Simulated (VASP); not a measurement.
**NbSi: single point with r2SCAN50**

The system is NbSi.

```
CELL_PARAMETERS angstrom
3.15644 0.00000 0.00000
0.00000 3.15644 0.00000
0.00000 0.00000 3.15644
ATOMIC_POSITIONS crystal
Nb 0.00000 0.00000 0.00000
Si 0.50000 0.50000 0.50000
```

```
Program             : VASP 6.6.1
Task                : single point
Functional          : r2SCAN50
Potentials or basis : VASP PAW PBE potentials, release 64 (Nb_sv, Si)
Cutoff              : 520 eV
k mesh              : 4 × 4 × 4
Occupations         : fermi-dirac, width 0.05 eV
Spin                : no spin polarisation
```

```
Pressure               : -6.3 GPa
Band gap on the k mesh : zero (an odd number of electrons rules out a gap without spin polarisation)
```

Levels at points of the mesh, in eV from the Fermi level:
```tsv
k point	band 4	band 5	band 6	band 7	band 8	band 9	band 10	band 11	band 12	band 13
(0.00, 0.00, 0.00)	-36.86	-15.27	-4.74	-4.74	3.59	3.59	3.59	4.00	4.00	4.00
(0.50, 0.00, 0.00)	-36.79	-11.31	-9.41	-3.39	-2.29	-2.29	4.90	6.27	6.92	11.53
(0.50, 0.50, 0.00)	-36.75	-11.27	-5.04	-5.04	-4.16	1.64	1.64	6.17	6.53	6.86
(0.50, 0.50, 0.50)	-37.27	-7.55	-7.55	-7.55	-5.76	5.08	5.08	5.08	6.19	6.19
```

Run time: 5.4 min on 1 thread of Intel(R) Xeon(R) Platinum 8259CL CPU @ 2.50GHz (Skylake/Cascade Lake), on a shared host, peak memory 0.16 GiB.

Caveat: the k points lie up to 0.50 Å⁻¹ apart, too coarse for converged energies and pressures of a metal; the PAW data sets were made with another functional, which shifts forces and pressure a little.
